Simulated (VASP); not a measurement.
# AgSbCl6 (R-3) in VASP: single point with r2SCAN+rVV10

Aim: the single point of AgSbCl6 with r2SCAN+rVV10.

Program: VASP 6.6.1. These are calculated values, not measurements. Logs are shortened: lines on timing, memory, paths and dates and some standing lists are left out, and cuts for length are marked.

### 1 The cell of the first run

The structure is trigonal, space group R-3 (No. 148). Conventional cell: a = 10.429 Å, b = 10.429 Å, c = 6.885 Å, α = 90.00°, β = 90.00°, γ = 120.00°. Ag (site symmetry -3) has 6 Cl at 2.79 Å and 2 Sb at 3.44 Å within 3.7 Å. Within 3.2 Å of Sb (site symmetry -3) lie 6 Cl at 2.40 Å. Cl (site symmetry 1) has 1 Sb at 2.40 Å and 1 Ag at 2.79 Å within 3.2 Å.

### 2 Single point, r2SCAN+rVV10

POSCAR reads:

```
AgSbCl6
1.0
    5.2143657704      3.0105154800      2.2948449174
   -5.2143657704      3.0105154800      2.2948449174
    0.0000000000     -6.0210309637      2.2948449124
Ag Sb Cl
1 1 6
Direct
    0.0000000000      0.0000000000      0.0000000000
    0.5000000000      0.5000000000      0.5000000000
    0.4886928805      0.2694309338      0.1213449597
    0.2694309338      0.1213449597      0.4886928805
    0.8786550403      0.5113071195      0.7305690662
    0.7305690662      0.8786550403      0.5113071195
    0.5113071195      0.7305690662      0.8786550403
    0.1213449597      0.4886928805      0.2694309338
```

INCAR.step1 reads:

```
PREC = Accurate
ENCUT = 520
ISMEAR = -1
SIGMA = 0.03
LREAL = False
LASPH = True
NELM = 80
NBANDS = 39
GGA = PE
ALGO = Normal
EDIFF = 1E-4
LWAVE = True
LCHARG = False
```

INCAR.step2 reads:

```
PREC = Accurate
ENCUT = 520
EDIFF = 1E-6
ISMEAR = -1
SIGMA = 0.03
LREAL = False
LASPH = True
NELM = 80
ALGO = Normal
ISIF = 2
LWAVE = False
LCHARG = False
METAGGA = R2SCAN
LMIXTAU = True
LUSE_VDW = True
IVDW_NL = 2
BPARAM = 11.95
CPARAM = 0.0093
NBANDS = 39
ISTART = 1
```

KPOINTS reads:

```
regular mesh
0
Gamma
  4 4 4
```

Potentials or basis: VASP PAW PBE potentials, release 64 (Ag, Sb, Cl).

Run with:

```sh
$ cat potpaw_PBE.64/Ag/POTCAR potpaw_PBE.64/Sb/POTCAR potpaw_PBE.64/Cl/POTCAR > POTCAR
$ cp INCAR.step1 INCAR
$ mpirun -np 1 vasp_std > vasp.out
$ cp INCAR.step2 INCAR
$ mpirun -np 1 vasp_std > vasp.out
```

OUTCAR:

```text
PREC = Accurate
   ENCUT = 520
   EDIFF = 1E-6
   ISMEAR = -1
   LREAL = False
   LASPH = True
   NELM = 80
   ISIF = 2
   METAGGA = R2SCAN
   IVDW_NL = 2
   BPARAM = 11.95
   ISTART = 1

 ion  position               nearest neighbor table
   1  0.000  0.000  0.000-   4 2.79   6 2.79   5 2.79   8 2.79   7 2.79   3 2.79   2 3.44   2 3.44

   2  0.500  0.500  0.500-   5 2.40   8 2.40   7 2.40   3 2.40   4 2.40   6 2.40   1 3.44   1 3.44

   3  0.489  0.269  0.121-   2 2.40   1 2.79
   4  0.269  0.121  0.489-   2 2.40   1 2.79
   5  0.879  0.511  0.731-   2 2.40   1 2.79
   6  0.731  0.879  0.511-   2 2.40   1 2.79
   7  0.511  0.731  0.879-   2 2.40   1 2.79
   8  0.121  0.489  0.269-   2 2.40   1 2.79

  LATTYP: Found a trigonal (rhomboedric) cell.
 ALAT       =     6.4435337384
 COS(alpha) =    -0.3097390204

  Lattice vectors:

 A1 = (   5.2143657704,   3.0105154800,   2.2948449174)
 A2 = (  -5.2143657704,   3.0105154800,   2.2948449174)
 A3 = (   0.0000000000,  -6.0210309637,   2.2948449124)

Analysis of symmetry for initial positions (statically):
=====================================================================
 Subroutine PRICEL returns:
 Original cell was already a primitive cell.

 Routine SETGRP: Setting up the symmetry group for a
 trigonal (rhombohedral) supercell.

 Subroutine GETGRP returns: Found  6 space group operations
 (whereof  6 operations were pure point group operations)
 out of a pool of 12 trial point group operations.

The static configuration has the point symmetry S_6 .

Analysis of symmetry for dynamics (positions and initial velocities):
=====================================================================
 Subroutine PRICEL returns:
 Original cell was already a primitive cell.

 Routine SETGRP: Setting up the symmetry group for a
 trigonal (rhombohedral) supercell.

 Subroutine GETGRP returns: Found  6 space group operations
 (whereof  6 operations were pure point group operations)
 out of a pool of 12 trial point group operations.

The dynamic configuration has the point symmetry S_6 .

 Subroutine INISYM returns: Found  6 space group operations
 (whereof  6 operations are pure point group operations),
 and found     1 'primitive' translations

----------------------------------------------------------------------------------------

                                     Primitive cell

  volume of cell :     216.1459

  direct lattice vectors                    reciprocal lattice vectors
     5.214365770  3.010515480  2.294844917     0.095888939  0.055361505  0.145253098
    -5.214365770  3.010515480  2.294844917    -0.095888939  0.055361505  0.145253098
     0.000000000 -6.021030964  2.294844912     0.000000000 -0.110723009  0.145253098

  length of vectors
     6.443533738  6.443533738  6.443533738     0.182641855  0.182641855  0.182641855

  position of ions in fractional coordinates (direct lattice)
     0.000000000  0.000000000  0.000000000
     0.500000000  0.500000000  0.500000000
     0.488692880  0.269430934  0.121344960
     0.269430934  0.121344960  0.488692880
     0.878655040  0.511307120  0.730569066
     0.730569066  0.878655040  0.511307120
     0.511307120  0.730569066  0.878655040
     0.121344960  0.488692880  0.269430934

  ion indices of the primitive-cell ions
   primitive index   ion index
                 1           1
                 2           2
                 3           3
                 4           4
                 5           5
                 6           6
                 7           7
                 8           8

----------------------------------------------------------------------------------------

 KPOINTS: regular mesh

Automatic generation of k-mesh.
 Grid dimensions read from file:
 generate k-points for:    4    4    4

 Generating k-lattice:

  Cartesian coordinates                     Fractional coordinates (reciprocal lattice)
     0.023972235  0.013840376  0.036313274     0.250000000  0.000000000  0.000000000
    -0.023972235  0.013840376  0.036313274     0.000000000  0.250000000  0.000000000
     0.000000000 -0.027680752  0.036313274    -0.000000000 -0.000000000  0.250000000

  Length of vectors
     0.045660464  0.045660464  0.045660464

  Shift w.r.t. Gamma in fractional coordinates (k-lattice)
     0.000000000  0.000000000  0.000000000

 Subroutine IBZKPT returns following result:
 ===========================================

 Found     14 irreducible k-points:

 Following reciprocal coordinates:
            Coordinates               Weight
  0.000000  0.000000  0.000000      1.000000
  0.250000 -0.000000 -0.000000      6.000000
  0.500000 -0.000000 -0.000000      3.000000
  0.250000  0.250000  0.000000      6.000000
  0.500000  0.250000 -0.000000      6.000000
  0.500000 -0.000000 -0.250000      6.000000
 -0.250000  0.250000  0.000000      6.000000
  0.500000  0.500000  0.000000      3.000000
  0.250000  0.250000  0.250000      2.000000
  0.500000  0.250000  0.250000      6.000000
 -0.250000  0.250000  0.250000      6.000000
  0.500000  0.500000  0.250000      6.000000
 -0.250000  0.500000  0.250000      6.000000
  0.500000  0.500000  0.500000      1.000000
   k-points           NKPTS =     14   k-points in BZ     NKDIM =     14   number of bands    NBANDS=     39
   number of dos      NEDOS =    301   number of ions     NIONS =      8
   total plane-waves  NPLWV = 110592
   dimension x,y,z NGX =    48 NGY =   48 NGZ =   48
   dimension x,y,z NGXF=    96 NGYF=   96 NGZF=   96
   ions per type =               1   1   6
   NGX,Y,Z   is equivalent  to a cutoff of  12.38, 12.38, 12.38 a.u.
   NGXF,Y,Z  is equivalent  to a cutoff of  24.77, 24.77, 24.77 a.u.
 SYSTEM =  unknown system
   PREC   = accura    normal or accurate (medium, high low for compatibility)
   ISTART =      1    job   : 0-new  1-cont  2-samecut
   ICHARG =      0    charge: 1-file 2-atom 10-const
   ISPIN  =      1    spin polarized calculation?
   LNONCOLLINEAR =      F non collinear calculations
   LSORBIT =      F    spin-orbit coupling
   LASPH  =      T    aspherical Exc in radial PAW
   ENCUT  =  520.0 eV  38.22 Ry    6.18 a.u.  11.98 11.98 11.98*2*pi/ulx,y,z
   NELM   =     80;   NELMIN=  2; NELMDL=  0     # of ELM steps
   EDIFF  = 0.1E-05   stopping-criterion for ELM
   LREAL  =      F    real-space projection
   EDIFFG = 0.1E-04   stopping-criterion for IOM
   NSW    =      0    number of steps for IOM
   IBRION =     -1    ionic relax: 0-MD 1-quasi-New 2-CG
   NFREE  =      0    steps in history (QN), initial steepest desc. (CG)
   ISIF   =      2    stress and relaxation
   ISYM   =      2    0-nonsym 1-usesym 2-fastsym
   POTIM  = 0.5000    time-step for ionic-motion
   TEBEG  =    0.0;   TEEND  =   0.0 temperature during run
   PSTRESS=    0.0 pullay stress
   NELECT =      58.0000    total number of electrons
   NUPDOWN=      -1.0000    fix difference up-down
   EMIN   =  10.00;   EMAX   =-10.00  energy-range for DOS
   EFERMI =   0.00;   METHOD = LEGACY
   ISMEAR =    -1;   SIGMA  =   0.03  broadening in eV -4-tet -1-fermi 0-gaus
   EFERMI_NEDOS =   21; number of points for ismear=-14 and -15
   IALGO  =     38    algorithm
   IMIX   =      4    mixing-type and parameters
     AMIX     =   0.40;   BMIX     =  1.00
     AMIX_MAG =   1.60;   BMIX_MAG =  1.00
  volume/ion in A,a.u.               =      27.02       182.33
  Fermi-wavevector in a.u.,A,eV,Ry     =   1.055930  1.995419 15.170338  1.114988
  Thomas-Fermi vector in A             =   2.191147
   LORBIT       =      0    0 simple, 1 ext, 2 COOP (PROOUT), +10 PAW based schemes
   METAGGA = R2SCAN    functional components
   LHFCALC =     F    Hartree Fock is set to
   AEXX    =    0.0000 exact exchange contribution
   IVDW_NL    =     2    kernel type
   BPARAM     =11.9500
   IVDW    =     0    specifies the selected vdW correction
   LEPSILON=     F    determine dielectric tensor
   LRPA    =     F    only Hartree local field effects (RPA)
 non-spin polarized calculation
  energy-cutoff  :      520.00
  volume of cell :      216.15
 maximum number of plane-waves:      5856
   NGX = 23   NGY = 23   NGZ = 23

 number of electron      57.9999990 magnetization

 Free energy of the ion-electron system (eV)
  ---------------------------------------------------
  ext. energy  EPLUGINS =         0.00000000
  ---------------------------------------------------
  free energy    TOTEN  =       -87.69492945 eV

  energy without entropy =      -87.69492945  energy(sigma->0) =      -87.69492945

 E-fermi :   1.5601     XC(G=0):  -8.8458

 val. band max:        0.8251513726   @ k =   0.5000   0.5000   0.0000
 cond. band min:       2.4022690889   @ k =   0.0000   0.0000   0.0000
 fundamental gap:      1.5771177163
 Fermi energy:         1.5600651134

 k-point     1 :       0.0000    0.0000    0.0000
  band No.  band energies     occupation
      1     -15.5177      2.00000
      2     -14.2231      2.00000
      3     -14.0046      2.00000
      4     -14.0046      2.00000
      5     -13.7500      2.00000
      6     -13.7500      2.00000
[... 31 lines left out ...]
     38       9.9250      0.00000
     39      10.4489      0.00000

 k-point     2 :       0.2500   -0.0000   -0.0000
  band No.  band energies     occupation
      1     -15.4564      2.00000
      2     -14.2804      2.00000
      3     -14.1065      2.00000
      4     -14.0326      2.00000
      5     -13.7508      2.00000
      6     -13.6560      2.00000
[... 493 lines left out ...]
     38       9.6900      0.00000
     39       9.8558      0.00000

 k-point    14 :       0.5000    0.5000    0.5000
  band No.  band energies     occupation
      1     -15.3232      2.00000
      2     -14.1956      2.00000
      3     -14.1423      2.00000
      4     -14.1423      2.00000
      5     -13.7970      2.00000
      6     -13.7970      2.00000
[... 31 lines left out ...]
     38       9.9449      0.00000
     39       9.9449      0.00000

------------------------ aborting loop because EDIFF is reached ----------------------------------------

  FORCE on cell =-STRESS in cart. coord.  units (eV):
  Direction    XX          YY          ZZ          XY          YZ          ZX
  --------------------------------------------------------------------------------------
  -------------------------------------------------------------------------------------
  Total       -0.1631027     -0.1631027     -0.1288875     -0.0000000     -0.0000000      0.0000000
  in kB       -1.2089956     -1.2089956     -0.9553760     -0.0000002     -0.0000000      0.0000000
  external PRESSURE =      -1.1244557 kB  Pullay stress =       0.0000000 kB

 VOLUME and BASIS-vectors are now :
 -----------------------------------------------------------------------------
  energy-cutoff  :      520.00
  volume of cell :      216.15
      direct lattice vectors                 reciprocal lattice vectors
     5.214365770  3.010515480  2.294844917     0.095888939  0.055361505  0.145253098
    -5.214365770  3.010515480  2.294844917    -0.095888939  0.055361505  0.145253098
     0.000000000 -6.021030964  2.294844912     0.000000000 -0.110723009  0.145253098

 POSITION                                       TOTAL-FORCE (eV/Angst)
 -----------------------------------------------------------------------------------
      0.00000      0.00000      0.00000         0.000000      0.000000      0.000000
      0.00000     -0.00000      3.44227         0.000000      0.000000      0.000000
      1.14331      1.55172      2.01824        -0.004630     -0.006657      0.008844
      0.77217     -1.76600      2.01824        -0.003450      0.007338      0.008844
      1.91549     -0.21428      4.86629        -0.008080      0.000681     -0.008844
     -0.77217      1.76600      4.86629         0.003450     -0.007338     -0.008844
     -1.14331     -1.55172      4.86629         0.004630      0.006657     -0.008844
     -1.91549      0.21428      2.01824         0.008080     -0.000681      0.008844
 -----------------------------------------------------------------------------------
    total drift:                                0.000000     -0.000000      0.000000

  FREE ENERGIE OF THE ION-ELECTRON SYSTEM (eV)
  ---------------------------------------------------
  free  energy   TOTEN  =       -87.6949294521 eV

  energy  without entropy=      -87.6949294521  energy(sigma->0) =      -87.69492945
```

It took 17 min on 1 thread of Oxide Virtual Turin-like, shared host; peak memory 0.78 GiB.

Results:

```
Free energy            : -87.6949 eV
Pressure               : -0.1 GPa
Largest force          : 0.012 eV/Å
Band gap on the k mesh : 1.58 eV, indirect (least direct gap 1.59 eV)
```

Forces on the atoms (eV/Å):
```
Ag   0.000  0.000  0.000
Sb   0.000  0.000  0.000
Cl  -0.005 -0.007  0.009
Cl  -0.003  0.007  0.009
Cl  -0.008  0.001 -0.009
Cl   0.003 -0.007 -0.009
Cl   0.005  0.007 -0.009
Cl   0.008 -0.001  0.009
```

Caveat: the PAW data sets were made with another functional, which shifts forces and pressure a little; spin-orbit coupling is left out, which moves the levels of the heavy elements.
